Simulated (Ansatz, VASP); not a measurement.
**One calculation of CuF, two programs**

Contents of INCAR:

```
PREC = Accurate
ENCUT = 520
EDIFF = 1E-6
ISMEAR = -1
SIGMA = 0.02
LREAL = F
LASPH = T
NELM = 150
ALGO = Normal
ISIF = 2
LWAVE = F
LCHARG = F
ISPIN = 2
MAGMOM = 0 0 0 0
LORBIT = 11
LMAXMIX = 4
GGA = PE
NBANDS = 30
```

Contents of KPOINTS:

```
Automatic mesh
0
Gamma
  9 9 4
```

POSCAR

```
CuF
1.0
    2.7625361970      0.0000000000      0.0000000000
   -1.3812680985      2.3924265254      0.0000000000
    0.0000000000      0.0000000000      6.4019833364
Cu F
2 2
Direct
    0.0000000000      0.0000000000      0.0000000000
    0.0000000000      0.0000000000      0.5000000000
    0.3333333333      0.6666666667      0.2500000000
    0.6666666667      0.3333333333      0.7500000000
```

Input for Ansatz:

```yaml
crystal:
  lattice:
    - [2.762536197, 0.0, 0.0]
    - [-1.3812680985, 2.3924265254, 0.0]
    - [0.0, 0.0, 6.4019833364]
  atoms:
    - { symbol: Cu, position: [0.0, 0.0, 0.0] }
    - { symbol: Cu, position: [0.0, 0.0, 0.5] }
    - { symbol: F, position: [0.3333333333, 0.6666666667, 0.25] }
    - { symbol: F, position: [0.6666666667, 0.3333333333, 0.75] }
kpoints:
  mp_grid: { grid: [9, 9, 4] }
hamiltonian:
  xc: pbe
scf:
  occupations: { method: fermi_dirac, width: 0.02 }
  n_extra_bands: 5
  max_iter: 64
output:
  forces: true
  stress: true
  eigenvalues: true
magnetization:
  spin_polarized: true
  initial_magnetization: 2.0
```

Alike in both runs: task single point; functional PBE; k mesh 9 × 9 × 4; occupations fermi-dirac, width 0.02 eV; collinear spin.

|  | VASP | Ansatz |
| --- | --- | --- |
| version | VASP 6.6.1 | Ansatz 0.2.0 |
| potentials or method | VASP PAW PBE potentials, release 64 (Cu, F) | plane waves |
| plane-wave cutoff (eV) | 520 | 420 |
| valence electrons in the cell | 36 | 52 |

Ansatz gave:

```
gap on the k mesh at the Fermi level (eV)                     : none
pressure (GPa)                                                : 6.3
traceless stress, the component that is largest in VASP (GPa) : 1.94
net moment per atom (μB)                                      : 0.00
```

Question: What did VASP give for the same quantities?

Answer: gap on the k mesh at the Fermi level (eV): none; pressure (GPa): 6.1; traceless stress, the component that is largest in VASP (GPa): 1.94; net moment per atom (μB): 0.00.

A gap of «none» marks a metal or a gap that the smearing closes. VASP's potentials hold 36 valence electrons a cell and Ansatz's 52, so a difference there can come from the potentials and not from the codes. Ansatz's warnings: moment headroom below auto, seeded moment not kept.
